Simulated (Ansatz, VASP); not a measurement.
## Two plane-wave programs on W

Contents of INCAR:

```
SYSTEM = W
  PREC = Accurate
  ENCUT = 520
  EDIFF = 1E-6
  ISMEAR = 0
  SIGMA = 0.15
  LREAL = .False.
  LASPH = .True.
  NELM = 60
  ALGO = Fast
  ISIF = 2
  LWAVE = .False.
  LCHARG = .True.
  GGA = PE
  LELF = .True.
  LVHAR = .True.
  NBANDS = 13
```

File KPOINTS:

```
Automatic mesh
0
Gamma
  26 26 26
  0 0 0
```

POSCAR

```
W
1.0
   -1.6156560122      1.6156560122      1.5440259427
    1.6156560122     -1.6156560122      1.5440259427
    1.6156560122      1.6156560122     -1.5440259427
W
1
Direct
    0.0000000000      0.0000000000      0.0000000000
```

Input for Ansatz:

```yaml
crystal:
  lattice:
    - [-1.6156560122, 1.6156560122, 1.5440259427]
    - [1.6156560122, -1.6156560122, 1.5440259427]
    - [1.6156560122, 1.6156560122, -1.5440259427]
  atoms:
    - { symbol: W, position: [0.0, 0.0, 0.0] }
basis:
  ecutwfc: 420
kpoints:
  mp_grid: { grid: [26, 26, 26] }
hamiltonian:
  xc: pbe
scf:
  occupations: { method: gaussian, width: 0.15 }
output:
  forces: true
  stress: true
  eigenvalues: true
  write_density: true
  write_potential: true
  elf: true
  volumetric_format: npy
```

Change from the starting cell: strain +0.015 along x and y, -0.030 along z, atoms carried along.

Alike in both runs: task single point; functional PBE; k mesh 26 × 26 × 26; occupations gaussian, width 0.15 eV; no spin polarisation.

|  | VASP | Ansatz |
| --- | --- | --- |
| version | VASP 6.6.1 | Ansatz 0.2.0 |
| potentials or method | VASP PAW PBE potentials, release 64 (W_sv), cutoff 520 eV | scalar-relativistic, plane waves, PAW |
| valence electrons in the cell | 14 | 14 |

Ansatz gave:

```
gap on the k mesh at the Fermi level (eV)                     : none
pressure (GPa)                                                : 0.6
traceless stress, the component that is largest in VASP (GPa) : 9.67
```

**Question.** Estimate VASP's values.

**Answer.** gap on the k mesh at the Fermi level (eV): none; pressure (GPa): 1.0; traceless stress, the component that is largest in VASP (GPa): 9.67.

A gap of «none» marks a metal or a gap that the smearing closes. With one functional, cell and mesh, what is left measures potentials, basis and numerics.

Spin-orbit coupling is off throughout.
